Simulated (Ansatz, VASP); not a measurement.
## HgRuPt3 in VASP and in Ansatz

```
CELL_PARAMETERS angstrom
4.80205 0.00000 0.00000
0.00000 4.80205 0.00000
0.00000 0.00000 4.80205
ATOMIC_POSITIONS crystal
Hg 0.00000 0.00000 0.00000
Ru 0.50000 0.50000 0.50000
Pt 0.00000 0.50000 0.50000
Pt 0.50000 0.00000 0.50000
Pt 0.50000 0.50000 0.00000
```

Alike in both runs: task relaxation of cell and atoms; functional PBE; k mesh 8 × 8 × 8; occupations gaussian, width 0.1 eV; no spin polarisation.

|  | VASP | Ansatz |
| --- | --- | --- |
| version | VASP 6.6.1 | Ansatz 0.2.0 |
| potentials or method | VASP PAW PBE potentials, release 64 (Hg, Ru_pv, Pt), cutoff 600 eV | scalar-relativistic, plane waves, PAW |
| valence electrons in the cell | 56 | 90 |

|  | VASP | Ansatz | Ansatz less VASP |
| --- | --- | --- | --- |
| gap on the k mesh at the Fermi level, each at its own relaxed structure (eV) | none | none | - |
| relaxed volume (Å³/atom) | 22.30 | 22.30 | -0.002 |
| relaxed length of the cell vector where the two differ most in proportion (Å) | 4.813 | 4.813 | -0.0002 |

A gap of «none» marks a metal or a gap that the smearing closes. VASP's potentials hold 56 valence electrons a cell and Ansatz's 90, so a difference there can come from the potentials and not from the codes.

Neither program's run includes spin-orbit coupling.
